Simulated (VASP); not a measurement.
# SrCl2 (I4_1/amd) in VASP: further runs

SrCl2 is run at these levels: PBE, r2SCAN; tasks: single point.

Program: VASP 6.6.1. These are calculated values, not measurements. Logs are shortened: lines on timing, memory, paths and dates and some standing lists are left out, and cuts for length are marked.

## 1. The cell of the first run

The structure is tetragonal, space group I4_1/amd (No. 141). Conventional cell: a = 5.749 Å, b = 5.749 Å, c = 14.273 Å, α = 90.00°, β = 90.00°, γ = 90.00°. Within 3.9 Å of Sr (site symmetry -4m2) lie 6 Cl at 2.94 to 2.96 Å. Within 3.9 Å of Cl (site symmetry 2mm) lie 3 Sr at 2.94 to 2.96 Å and 2 Cl at 3.71 Å.

## 2. Single point, PBE (39.31 Å³/atom)

File INCAR:

```
PREC = Accurate ; ENCUT = 520
EDIFF = 1E-6 ; ISMEAR = 0
SIGMA = 0.01 ; LREAL = F
LASPH = T ; NELM = 80
ALGO = Normal ; ISIF = 2
LWAVE = F ; LCHARG = T
GGA = PE ; LELF = T
LVHAR = T ; NBANDS = 33
```

File KPOINTS:

```
Automatic mesh
0
Gamma
  6 6 6
```

File POSCAR:

```
SrCl2
1.0
   -2.8745056626      2.8745056626      7.1364054423
    2.8745056626     -2.8745056626      7.1364054423
    2.8745056626      2.8745056626     -7.1364054423
Sr Cl
2 4
Direct
    0.7500000000      0.2500000000      0.5000000000
    0.0000000000      0.0000000000      0.0000000000
    0.5426323139      0.0426323139      0.5000000000
    0.7926323139      0.7926323139      0.0000000000
    0.2073676861      0.2073676861      0.0000000000
    0.9573676861      0.4573676861      0.5000000000
```

Potentials or basis: VASP PAW PBE potentials, release 64 (Sr_sv, Cl).

The run is started by

```console
> cat potpaw_PBE.64/Sr_sv/POTCAR potpaw_PBE.64/Cl/POTCAR > POTCAR
> mpirun -np 1 vasp_std > vasp.out
```

OUTCAR:

```text
PREC = Accurate
   ENCUT = 520
   EDIFF = 1E-6
   ISMEAR = 0
   LREAL = F
   LASPH = T
   NELM = 80
   ISIF = 2
   GGA = PE

 ion  position               nearest neighbor table
   1  0.750  0.250  0.500-   4 2.94   5 2.94   4 2.94   5 2.94   3 2.96   6 2.96   2 4.58   2 4.58
                             2 4.58   2 4.58
   2  0.000  0.000  0.000-   3 2.94   6 2.94   3 2.94   6 2.94   5 2.96   4 2.96   1 4.58   1 4.58
                             1 4.58   1 4.58
   3  0.543  0.043  0.500-   2 2.94   2 2.94   1 2.96
   4  0.793  0.793  0.000-   1 2.94   1 2.94   2 2.96
   5  0.207  0.207  0.000-   1 2.94   1 2.94   2 2.96
   6  0.957  0.457  0.500-   2 2.94   2 2.94   1 2.96

  LATTYP: Found a body centered tetragonal cell.
 ALAT       =     5.7490113252
 C/A-ratio  =     2.4826548562

  Lattice vectors:

 A1 = (  -2.8745056626,   2.8745056626,   7.1364054423)
 A2 = (   2.8745056626,  -2.8745056626,   7.1364054423)
 A3 = (   2.8745056626,   2.8745056626,  -7.1364054423)

Analysis of symmetry for initial positions (statically):
=====================================================================
 Subroutine PRICEL returns:
 Original cell was already a primitive cell.

 Routine SETGRP: Setting up the symmetry group for a
 body centered tetragonal supercell.

 Subroutine GETGRP returns: Found 16 space group operations
 (whereof  8 operations were pure point group operations)
 out of a pool of 16 trial point group operations.

The static configuration has the point symmetry D_2d.
 The point group associated with its full space group is D_4h.

Analysis of symmetry for dynamics (positions and initial velocities):
=====================================================================
 Subroutine PRICEL returns:
 Original cell was already a primitive cell.

 Routine SETGRP: Setting up the symmetry group for a
 body centered tetragonal supercell.

 Subroutine GETGRP returns: Found 16 space group operations
 (whereof  8 operations were pure point group operations)
 out of a pool of 16 trial point group operations.

The dynamic configuration has the point symmetry D_2d.
 The point group associated with its full space group is D_4h.

 Subroutine INISYM returns: Found 16 space group operations
 (whereof  8 operations are pure point group operations),
 and found     1 'primitive' translations

[... 105 lines left out ...]
   NSW    =      0    number of steps for IOM
   IBRION =     -1    ionic relax: 0-MD 1-quasi-New 2-CG
   NFREE  =      0    steps in history (QN), initial steepest desc. (CG)
   ISIF   =      2    stress and relaxation
   ISYM   =      2    0-nonsym 1-usesym 2-fastsym
   POTIM  = 0.5000    time-step for ionic-motion
   TEBEG  =    0.0;   TEEND  =   0.0 temperature during run
   PSTRESS=    0.0 pullay stress
   NELECT =      48.0000    total number of electrons
   NUPDOWN=      -1.0000    fix difference up-down
   EMIN   =  10.00;   EMAX   =-10.00  energy-range for DOS
   EFERMI =   0.00;   METHOD = LEGACY
   ISMEAR =     0;   SIGMA  =   0.01  broadening in eV -4-tet -1-fermi 0-gaus
   EFERMI_NEDOS =   21; number of points for ismear=-14 and -15
   IALGO  =     38    algorithm
   IMIX   =      4    mixing-type and parameters
     AMIX     =   0.40;   BMIX     =  1.00
     AMIX_MAG =   1.60;   BMIX_MAG =  1.00
  volume/ion in A,a.u.               =      39.31       265.28
  Fermi-wavevector in a.u.,A,eV,Ry     =   0.962942  1.819696 12.616092  0.927257
  Thomas-Fermi vector in A             =   2.092444
   LORBIT       =      0    0 simple, 1 ext, 2 COOP (PROOUT), +10 PAW based schemes
   GGA     = PE    functional components
   LHFCALC =     F    Hartree Fock is set to
   AEXX    =    0.0000 exact exchange contribution
   IVDW    =     0    specifies the selected vdW correction
   LEPSILON=     F    determine dielectric tensor
   LRPA    =     F    only Hartree local field effects (RPA)
 non-spin polarized calculation
 Gauss-broadening in eV      SIGMA  =   0.01
  energy-cutoff  :      520.00
  volume of cell :      235.87
 maximum number of plane-waves:      6375
 NGX is ok and might be reduce to    64
   NGX = 31   NGY = 31   NGZ = 31

 number of electron      48.0000000 magnetization

 Free energy of the ion-electron system (eV)
  ---------------------------------------------------
  ext. energy  EPLUGINS =         0.00000000
  ---------------------------------------------------
  free energy    TOTEN  =       -25.37054673 eV

  energy without entropy =      -25.37054673  energy(sigma->0) =      -25.37054673

 E-fermi :  -2.2290     XC(G=0):  -6.7556

 val. band max:       -2.3181472272   @ k =   0.5000   0.5000   0.0000
 cond. band min:       3.0453949779   @ k =   0.0000   0.0000   0.0000
 fundamental gap:      5.3635422051
 Fermi energy:        -2.2290174979

 k-point     1 :       0.0000    0.0000    0.0000
  band No.  band energies     occupation
      1     -34.9347      2.00000
      2     -34.9294      2.00000
      3     -17.1312      2.00000
      4     -16.9736      2.00000
      5     -16.9736      2.00000
      6     -16.9526      2.00000
[... 853 lines left out ...]
     32       5.4269      0.00000
     33       5.5006      0.00000

 [... further k-points ...]

------------------------ aborting loop because EDIFF is reached ----------------------------------------

  FORCE on cell =-STRESS in cart. coord.  units (eV):
  Direction    XX          YY          ZZ          XY          YZ          ZX
  --------------------------------------------------------------------------------------
  -------------------------------------------------------------------------------------
  Total       -0.8800942     -0.8800942     -0.9726288      0.0000000     -0.0000000      0.0000000
  in kB       -5.9782478     -5.9782478     -6.6068108      0.0000000     -0.0000000      0.0000000
  external PRESSURE =      -6.1877688 kB  Pullay stress =       0.0000000 kB

 VOLUME and BASIS-vectors are now :
 -----------------------------------------------------------------------------
  energy-cutoff  :      520.00
  volume of cell :      235.87
      direct lattice vectors                 reciprocal lattice vectors
    -2.874505663  2.874505663  7.136405442     0.000000000  0.173942952  0.070063284
     2.874505663 -2.874505663  7.136405442     0.173942952  0.000000000  0.070063284
     2.874505663  2.874505663 -7.136405442     0.173942952  0.173942952  0.000000000

 POSITION                                       TOTAL-FORCE (eV/Angst)
 -----------------------------------------------------------------------------------
      0.00000      2.87451      3.56820         0.000000      0.000000      0.000000
      0.00000      0.00000      0.00000         0.000000      0.000000     -0.000000
      0.00000      2.87451      0.60848         0.000000      0.000000      0.044043
      0.00000      0.00000     11.31309        -0.000000     -0.000000      0.044043
      0.00000      0.00000      2.95972        -0.000000     -0.000000     -0.044043
      0.00000      2.87451      6.52792         0.000000      0.000000     -0.044043
 -----------------------------------------------------------------------------------
    total drift:                               -0.000000      0.000000     -0.000000

  FREE ENERGIE OF THE ION-ELECTRON SYSTEM (eV)
  ---------------------------------------------------
  free  energy   TOTEN  =       -25.3705467288 eV

  energy  without entropy=      -25.3705467288  energy(sigma->0) =      -25.37054673
```

OSZICAR:

```text
N       E                     dE             d eps       ncg     rms          rms(c)
DAV:   1     0.356319950106E+03    0.35632E+03   -0.20918E+04  1980   0.124E+03
DAV:   2     0.962870374564E+01   -0.34669E+03   -0.33445E+03  2698   0.262E+02
DAV:   3    -0.250445335237E+02   -0.34673E+02   -0.34526E+02  2992   0.795E+01
DAV:   4    -0.260751926005E+02   -0.10307E+01   -0.10285E+01  2992   0.145E+01
DAV:   5    -0.261239286473E+02   -0.48736E-01   -0.48727E-01  3175   0.225E+00    0.184E+01
DAV:   6    -0.253245234257E+02    0.79941E+00   -0.18832E+00  2496   0.557E+00    0.122E+01
DAV:   7    -0.253690038871E+02   -0.44480E-01   -0.13135E+00  2806   0.482E+00    0.258E+00
DAV:   8    -0.253650910426E+02    0.39128E-02   -0.21310E-01  2454   0.183E+00    0.638E-01
DAV:   9    -0.253677947179E+02   -0.27037E-02   -0.86455E-03  2623   0.408E-01    0.248E-01
DAV:  10    -0.253702488553E+02   -0.24541E-02   -0.20588E-03  2596   0.241E-01    0.511E-02
DAV:  11    -0.253704742674E+02   -0.22541E-03   -0.20467E-04  2751   0.709E-02    0.479E-02
DAV:  12    -0.253705442850E+02   -0.70018E-04   -0.73937E-05  2811   0.483E-02    0.758E-03
DAV:  13    -0.253705461601E+02   -0.18751E-05   -0.67608E-06  2479   0.133E-02    0.623E-03
DAV:  14    -0.253705467288E+02   -0.56873E-06   -0.11891E-06  1766   0.638E-03
   1 F= -.25370547E+02 E0= -.25370547E+02  d E =-.329756E-38
```

stdout:

```text
POSCAR found type information on POSCAR SrCl
 POSCAR found :  2 types and       6 ions
 scaLAPACK will be used
 LDA part: xc-table for (Slater+PW92), standard interpolation
 POSCAR, INCAR and KPOINTS ok, starting setup
 FFT: planning ... GRIDC
 FFT: planning ... GRID_SOFT
 FFT: planning ... GRID
 WAVECAR not read
 entering main loop
```

Wall time 4 min (1 thread of Intel Xeon 6975P-C (Granite Rapids), shared host); peak memory 0.66 GiB.

Results:

```
Free energy            : -25.3705 eV
Pressure               : -0.6 GPa
Largest force          : 0.044 eV/Å
Band gap on the k mesh : 5.36 eV (least direct gap 5.50 eV)
```

Forces on the atoms (eV/Å):
```
Sr   0.000  0.000  0.000
Sr   0.000  0.000  0.000
Cl   0.000  0.000  0.044
Cl   0.000  0.000  0.044
Cl   0.000  0.000 -0.044
Cl   0.000  0.000 -0.044
```

A k mesh can miss the band edges.

## 3. Single point, PBE (40.46 Å³/atom)

This run uses another cell than the first one, of 40.46 Å³/atom.

File INCAR:

```
SYSTEM = SrCl2
ALGO = Normal
EDIFF = 1E-6
ENCUT = 520
GGA = PE
ISIF = 2
ISMEAR = 0
LASPH = .TRUE.
LCHARG = .FALSE.
LREAL = .FALSE.
LWAVE = .FALSE.
NBANDS = 33
NELM = 60
PREC = Accurate
SIGMA = 0.01
```

File KPOINTS:

```
k-points
0
G
  6 6 6
  0 0 0
```

POSCAR: that of step 2 with these lines changed.

```diff
@@ -2,5 +2,5 @@
 1.0
-   -2.8745056626      2.8745056626      7.1364054423
-    2.8745056626     -2.8745056626      7.1364054423
-    2.8745056626      2.8745056626     -7.1364054423
+   -2.9021468358      2.9021468358      7.2050289351
+    2.9021468358     -2.9021468358      7.2050289351
+    2.9021468358      2.9021468358     -7.2050289351
 Sr Cl
```

Potentials or basis: VASP PAW PBE potentials, release 64 (Sr_sv, Cl).

The run is started by

```console
> cat potpaw_PBE.64/Sr_sv/POTCAR potpaw_PBE.64/Cl/POTCAR > POTCAR
> mpirun -np 1 vasp_std > vasp.out
```

It took 4.4 min on 1 thread of Intel Xeon 6975P-C (Granite Rapids), shared host; peak memory 0.66 GiB.

Results (log left out):

```yaml
Free_energy: -25.3324 eV
Pressure: -1.2 GPa
Largest_force: 0.091 eV/Å
Band_gap_on_the_k_mesh: 5.27 eV (least direct gap 5.40 eV)
```

Forces on the atoms (eV/Å):
```
Sr   0.000  0.000  0.000
Sr   0.000  0.000  0.000
Cl   0.000  0.000  0.091
Cl   0.000  0.000  0.091
Cl   0.000  0.000 -0.091
Cl   0.000  0.000 -0.091
```

Stress tensor (GPa, compression positive):
```
-1.17  0.00  0.00
 0.00 -1.17  0.00
 0.00  0.00 -1.29
```

Levels at points of the mesh, in eV from the valence-band top:
```csv
k point,band 21,band 22,band 23,band 24,band 25,band 26,band 27,band 28
"(0.00, 0.00, 0.00)",-0.23,-0.23,-0.13,-0.13,5.27,6.15,6.97,6.97
"(0.50, 0.00, 0.00)",-0.36,-0.35,-0.25,-0.20,6.66,6.68,6.72,6.81
"(0.50, 0.50, 0.00)",-0.49,-0.49,0.00,0.00,6.89,6.89,6.97,6.97
"(0.50, 0.50, 0.50)",-0.41,-0.41,-0.08,-0.08,6.38,6.38,6.52,6.52
```

A k mesh can miss the band edges.

[end of part 1 of 2]
